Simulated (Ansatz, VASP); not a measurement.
## BiTe in VASP and in Ansatz

POSCAR

```
BiTe
1.0
    0.0000000000      3.2775706714      3.2775706714
    3.2775706714      0.0000000000      3.2775706714
    3.2775706714      3.2775706714      0.0000000000
Bi Te
1 1
Direct
    0.0000000000      0.0000000000      0.0000000000
    0.5000000000      0.5000000000      0.5000000000
```

INCAR.step1

```
SYSTEM = BiTe
PREC = Accurate
ENCUT = 520
EDIFF = 1E-5
ISMEAR = -1
SIGMA = 0.05
LREAL = .FALSE.
LASPH = .TRUE.
NELM = 60
ALGO = Normal
ISIF = 2
LWAVE = .TRUE.
NBANDS = 18
GGA = PE
```

File INCAR.step2:

```
SYSTEM = BiTe
PREC = Accurate
ENCUT = 520
EDIFF = 1E-6
ISMEAR = -1
SIGMA = 0.05
LREAL = .FALSE.
LASPH = .TRUE.
NELM = 60
ALGO = Normal
ISIF = 2
LWAVE = .FALSE.
LCHARG = .TRUE.
GGA = PE
LHFCALC = .TRUE.
AEXX = 0.25
PRECFOCK = Normal
LELF = .TRUE.
LVHAR = .TRUE.
NBANDS = 18
ISTART = 1
```

The input KPOINTS:

```
regular mesh
0
G
  4 4 4
  0 0 0
```

The input input.yaml:

```yaml
crystal:
  lattice:
    - [0.0, 3.2775706714, 3.2775706714]
    - [3.2775706714, 0.0, 3.2775706714]
    - [3.2775706714, 3.2775706714, 0.0]
  atoms:
    - { symbol: Bi, position: [0.0, 0.0, 0.0] }
    - { symbol: Te, position: [0.5, 0.5, 0.5] }
hamiltonian:
  xc: pbe0
  pseudopotentials: { kind: paw }
kpoints:
  mp_grid: { grid: [4, 4, 4] }
scf:
  occupations: { method: fermi_dirac, width: 0.05 }
output:
  forces: true
  stress: true
  eigenvalues: true
```

Alike in both runs: task single point; functional PBE0; k mesh 4 × 4 × 4; occupations fermi-dirac, width 0.05 eV; no spin polarisation.

|  | VASP | Ansatz |
| --- | --- | --- |
| version | VASP 6.6.1 | Ansatz 0.2.0 |
| potentials or method | VASP PAW PBE potentials, release 64 (Bi_d, Te) | Ansatz PAW |
| plane-wave cutoff (eV) | 520 | 420 |
| valence electrons in the cell | 21 | 31 |

VASP gave:

| Item | Value |
| --- | --- |
| gap on the k mesh at the Fermi level (eV) | none |
| pressure (GPa) | -3.5 |

Task: Estimate Ansatz's values.

Result: gap on the k mesh at the Fermi level (eV): none; pressure (GPa): -3.2.

A gap of «none» marks a metal or a gap that the smearing closes. VASP's potentials hold 21 valence electrons a cell and Ansatz's 31, so a difference there can come from the potentials and not from the codes.

The k mesh is coarse, so the values compare programs but aren't converged. Spin-orbit coupling is off throughout.
